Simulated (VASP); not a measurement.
GaF, 2 atoms in the cell. Symmetry: Pm-3m, No. 221, cubic system. The conventional cell has a = 3.166 Å, b = 3.166 Å, c = 3.166 Å, α = 90.00°, β = 90.00°, γ = 90.00°. Within 3.6 Å of Ga (site symmetry m-3m) lie 8 F at 2.74 Å and 6 Ga at 3.17 Å. Within 3.6 Å of F (site symmetry m-3m) lie 8 Ga at 2.74 Å and 6 F at 3.17 Å. 

- Program: VASP 6.6.1
- Task: single point
- Functional: PBE0
- Potentials or basis: VASP PAW PBE potentials, release 64 (Ga_d, F)
- Cutoff: 520 eV
- k mesh: 5 × 5 × 5
- Occupations: fermi-dirac, width 0.05 eV
- Spin: no spin polarisation
- Dipole correction: no
- Grid for exact exchange (PRECFOCK): Normal
- Further INCAR settings: ALGO = Normal; EDIFF = 1e-06; NBANDS = 17

Potentials or basis: VASP PAW PBE potentials, release 64 (Ga_d, F).

The run is started by

```sh
$ cat potpaw_PBE.64/Ga_d/POTCAR potpaw_PBE.64/F/POTCAR > POTCAR
$ cp INCAR.step1 INCAR
$ mpirun -np 1 vasp_std > vasp.out
$ cp INCAR.step2 INCAR
$ mpirun -np 1 vasp_std > vasp.out
```

Hardware: 1 thread of Intel(R) Xeon(R) Platinum 8259CL CPU @ 2.50GHz (Skylake/Cascade Lake) (shared host).

Task: Estimate the wall time of this run.

Result: Run time: 9.9 min on 1 thread of Intel(R) Xeon(R) Platinum 8259CL CPU @ 2.50GHz (Skylake/Cascade Lake) (shared host), peak memory 0.15 GiB. Counts: k points 10.
